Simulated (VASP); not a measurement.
# BN (Qingsongite) (F-43m) in VASP: single point with PBE

Aim: the single point of BN (Qingsongite) with PBE.

Everything below comes from runs of VASP 6.6.1. Logs are shortened: lines on timing, memory, paths and dates and some standing lists are left out, and cuts for length are marked.

## Step 1: The cell of the first run

The structure is cubic, space group F-43m (No. 216). Conventional cell: a = 3.615 Å, b = 3.615 Å, c = 3.615 Å, α = 90.00°, β = 90.00°, γ = 90.00°. Within 2.1 Å of B (site symmetry -43m) lie 4 N at 1.57 Å. Within 2.1 Å of N (site symmetry -43m) lie 4 B at 1.57 Å.

## Step 2: Single point, PBE

Contents of INCAR:

```
ALGO     = Normal         # electronic algorithm
EDIFF    = 1E-6           # SCF threshold, eV
ENCUT    = 600            # plane-wave cutoff, eV
GGA      = PE             # functional
GGA_COMPAT= False        
ISIF     = 2              # what is computed and relaxed
ISMEAR   = 0              # smearing method
LASPH    = True           # aspherical terms in the spheres
LCHARG   = True           # write CHGCAR
LELF     = True           # ELF
LREAL    = False          # projectors in reciprocal space
LVHAR    = True         
LWAVE    = False          # write WAVECAR
NBANDS   = 11             # bands
NELM     = 120            # most SCF steps
PREC     = Accurate       # precision mode
SIGMA    = 0.01           # smearing width, eV
```

Contents of KPOINTS:

```
k-points
0
Gamma
  5 5 5
```

Contents of POSCAR:

```
BN
1.0
    0.0000000000      1.8075000000      1.8075000000
    1.8075000000      0.0000000000      1.8075000000
    1.8075000000      1.8075000000      0.0000000000
B N
1 1
Direct
    0.0000000000      0.0000000000      0.0000000000
    0.2500000000      0.2500000000      0.2500000000
```

Potentials or basis: VASP PAW PBE potentials, release 64 (B, N).

Started as:

```sh
$ cat potpaw_PBE.64/B/POTCAR potpaw_PBE.64/N/POTCAR > POTCAR
$ mpirun -np 1 vasp_std > vasp.out
```

OUTCAR:

```text
EDIFF = 1E-6
   ENCUT = 600
   GGA = PE
   ISIF = 2
   ISMEAR = 0
   LASPH = True
   LREAL = False
   NELM = 120
   PREC = Accurate

 ion  position               nearest neighbor table
   1  0.000  0.000  0.000-   2 1.57   2 1.57   2 1.57   2 1.57
   2  0.250  0.250  0.250-   1 1.57   1 1.57   1 1.57   1 1.57

  LATTYP: Found a face centered cubic cell.
 ALAT       =     3.6150000000

  Lattice vectors:

 A1 = (   0.0000000000,   1.8075000000,   1.8075000000)
 A2 = (   1.8075000000,   0.0000000000,   1.8075000000)
 A3 = (   1.8075000000,   1.8075000000,   0.0000000000)

Analysis of symmetry for initial positions (statically):
=====================================================================
 Subroutine PRICEL returns:
 Original cell was already a primitive cell.

 Routine SETGRP: Setting up the symmetry group for a
 face centered cubic supercell.

 Subroutine GETGRP returns: Found 24 space group operations
 (whereof 24 operations were pure point group operations)
 out of a pool of 48 trial point group operations.

The static configuration has the point symmetry T_d .

Analysis of symmetry for dynamics (positions and initial velocities):
=====================================================================
 Subroutine PRICEL returns:
 Original cell was already a primitive cell.

 Routine SETGRP: Setting up the symmetry group for a
 face centered cubic supercell.

 Subroutine GETGRP returns: Found 24 space group operations
 (whereof 24 operations were pure point group operations)
 out of a pool of 48 trial point group operations.

The dynamic configuration has the point symmetry T_d .

 Subroutine INISYM returns: Found 24 space group operations
 (whereof 24 operations are pure point group operations),
 and found     1 'primitive' translations

----------------------------------------------------------------------------------------

                                     Primitive cell

  volume of cell :      11.8104

  direct lattice vectors                    reciprocal lattice vectors
     0.000000000  1.807500000  1.807500000    -0.276625173  0.276625173  0.276625173
     1.807500000  0.000000000  1.807500000     0.276625173 -0.276625173  0.276625173
     1.807500000  1.807500000  0.000000000     0.276625173  0.276625173 -0.276625173

  length of vectors
     2.556191014  2.556191014  2.556191014     0.479128854  0.479128854  0.479128854

  position of ions in fractional coordinates (direct lattice)
[... 70 lines left out ...]
   ISIF   =      2    stress and relaxation
   ISYM   =      2    0-nonsym 1-usesym 2-fastsym
   POTIM  = 0.5000    time-step for ionic-motion
   TEBEG  =    0.0;   TEEND  =   0.0 temperature during run
   PSTRESS=    0.0 pullay stress
   NELECT =       8.0000    total number of electrons
   NUPDOWN=      -1.0000    fix difference up-down
   EMIN   =  10.00;   EMAX   =-10.00  energy-range for DOS
   EFERMI =   0.00;   METHOD = LEGACY
   ISMEAR =     0;   SIGMA  =   0.01  broadening in eV -4-tet -1-fermi 0-gaus
   EFERMI_NEDOS =   21; number of points for ismear=-14 and -15
   IALGO  =     38    algorithm
   IMIX   =      4    mixing-type and parameters
     AMIX     =   0.40;   BMIX     =  1.00
     AMIX_MAG =   1.60;   BMIX_MAG =  1.00
  volume/ion in A,a.u.               =       5.91        39.85
  Fermi-wavevector in a.u.,A,eV,Ry     =   1.437749  2.716952 28.124920  2.067123
  Thomas-Fermi vector in A             =   2.556793
   LORBIT       =      0    0 simple, 1 ext, 2 COOP (PROOUT), +10 PAW based schemes
   GGA     = PE    functional components
   LHFCALC =     F    Hartree Fock is set to
   AEXX    =    0.0000 exact exchange contribution
   IVDW    =     0    specifies the selected vdW correction
   LEPSILON=     F    determine dielectric tensor
   LRPA    =     F    only Hartree local field effects (RPA)
 non-spin polarized calculation
 Gauss-broadening in eV      SIGMA  =   0.01
  energy-cutoff  :      600.00
  volume of cell :       11.81
 maximum number of plane-waves:       411
   NGX = 11   NGY = 11   NGZ = 11

 number of electron       7.9999999 magnetization

 Free energy of the ion-electron system (eV)
  ---------------------------------------------------
  ext. energy  EPLUGINS =         0.00000000
  ---------------------------------------------------
  free energy    TOTEN  =       -17.43676865 eV

  energy without entropy =      -17.43676865  energy(sigma->0) =      -17.43676865

 E-fermi :   7.4888     XC(G=0): -12.8195

 val. band max:        7.4124529942   @ k =   0.0000   0.0000   0.0000
 cond. band min:      12.3509479489   @ k =   0.4000   0.4000   0.0000
 fundamental gap:      4.9384949547
 Fermi energy:         7.4888116805

 k-point     1 :       0.0000    0.0000    0.0000
  band No.  band energies     occupation
      1     -12.8224      2.00000
      2       7.4125      2.00000
      3       7.4125      2.00000
      4       7.4125      2.00000
      5      16.2244      0.00000
      6      16.2244      0.00000
      7      16.2244      0.00000
      8      17.7604      0.00000
      9      32.1573      0.00000
     10      35.1707      0.00000
     11      35.1707      0.00000
[... 113 lines left out ...]
 k-point    10 :      -0.4000    0.4000    0.2000
  band No.  band energies     occupation
      1      -7.6259      2.00000
      2      -0.6823      2.00000
      3       1.0337      2.00000
      4       2.5194      2.00000
      5      16.4994      0.00000
      6      19.6891      0.00000
      7      21.0572      0.00000
      8      24.2246      0.00000
      9      26.2267      0.00000
     10      32.9424      0.00000
     11      36.2525      0.00000

------------------------ aborting loop because EDIFF is reached ----------------------------------------

  FORCE on cell =-STRESS in cart. coord.  units (eV):
  Direction    XX          YY          ZZ          XY          YZ          ZX
  --------------------------------------------------------------------------------------
  -------------------------------------------------------------------------------------
  Total        0.2341165      0.2341165      0.2341165      0.0000000     -0.0000000     -0.0000000
  in kB       31.7597911     31.7597911     31.7597911      0.0000000     -0.0000000     -0.0000000
  external PRESSURE =      31.7597911 kB  Pullay stress =       0.0000000 kB

 VOLUME and BASIS-vectors are now :
 -----------------------------------------------------------------------------
  energy-cutoff  :      600.00
  volume of cell :       11.81
      direct lattice vectors                 reciprocal lattice vectors
     0.000000000  1.807500000  1.807500000    -0.276625173  0.276625173  0.276625173
     1.807500000  0.000000000  1.807500000     0.276625173 -0.276625173  0.276625173
     1.807500000  1.807500000  0.000000000     0.276625173  0.276625173 -0.276625173

 POSITION                                       TOTAL-FORCE (eV/Angst)
 -----------------------------------------------------------------------------------
      0.00000      0.00000      0.00000        -0.000000     -0.000000     -0.000000
      0.90375      0.90375      0.90375         0.000000      0.000000      0.000000
 -----------------------------------------------------------------------------------
    total drift:                                0.000000      0.000000      0.000000

  FREE ENERGIE OF THE ION-ELECTRON SYSTEM (eV)
  ---------------------------------------------------
  free  energy   TOTEN  =       -17.4367686543 eV

  energy  without entropy=      -17.4367686543  energy(sigma->0) =      -17.43676865
```

stdout:

```text
POSCAR found type information on POSCAR B N
 POSCAR found :  2 types and       2 ions
 scaLAPACK will be used
 LDA part: xc-table for (Slater+PW92), standard interpolation
 POSCAR, INCAR and KPOINTS ok, starting setup
 FFT: planning ... GRIDC
 FFT: planning ... GRID_SOFT
 FFT: planning ... GRID
 WAVECAR not read
 entering main loop
```

Wall time 5.2 s (1 thread of Intel Xeon 8259CL, shared host); peak memory 0.11 GiB.

Results:

| Item | Value |
| --- | --- |
| Free energy | -17.4368 eV |
| Pressure | 3.2 GPa |
| Band gap on the k mesh | 4.94 eV, indirect (least direct gap 8.81 eV) |

Caveat: the k points lie up to 0.60 Å⁻¹ apart. A k mesh can miss the band edges.
